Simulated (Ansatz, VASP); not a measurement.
**GaSb: VASP beside Ansatz**

```xyz
2
Lattice="-1.4947 2.6167 2.9074 1.4947 -2.6167 2.9074 1.4947 2.6167 -2.9074" Properties=species:S:1:pos:R:3 pbc="T T T"
Ga    0.0000    0.0000    0.0000
Sb    0.0000    0.0000    2.9074
```

Change from the starting cell: volume 22.743 Å^3 an atom, stretch along a over the lengths across it, relative to the relaxed cell 0.9230.

Alike in both runs: task single point; functional PBE; k mesh 18 × 18 × 18; occupations gaussian, width 0.15 eV; no spin polarisation.

|  | VASP | Ansatz |
| --- | --- | --- |
| version | VASP 6.6.1 | Ansatz 0.2.0 |
| potentials or method | VASP PAW PBE potentials, release 64 (Ga_d, Sb), cutoff 520 eV | scalar-relativistic, plane waves, PAW |
| valence electrons in the cell | 18 | 28 |

|  | VASP | Ansatz | Ansatz less VASP |
| --- | --- | --- | --- |
| gap on the k mesh at the Fermi level (eV) | none | none | - |
| pressure (GPa) | 3.7 | 3.7 | -0.04 |
| traceless stress, the component that is largest in VASP (GPa) | -3.89 | -3.89 | -0.007 |

A gap of «none» marks a metal or a gap that the smearing closes. With one functional, cell and mesh, what is left measures potentials, basis and numerics. VASP's potentials hold 18 valence electrons a cell and Ansatz's 28, so a difference there can come from the potentials and not from the codes.

Spin-orbit coupling is off throughout.
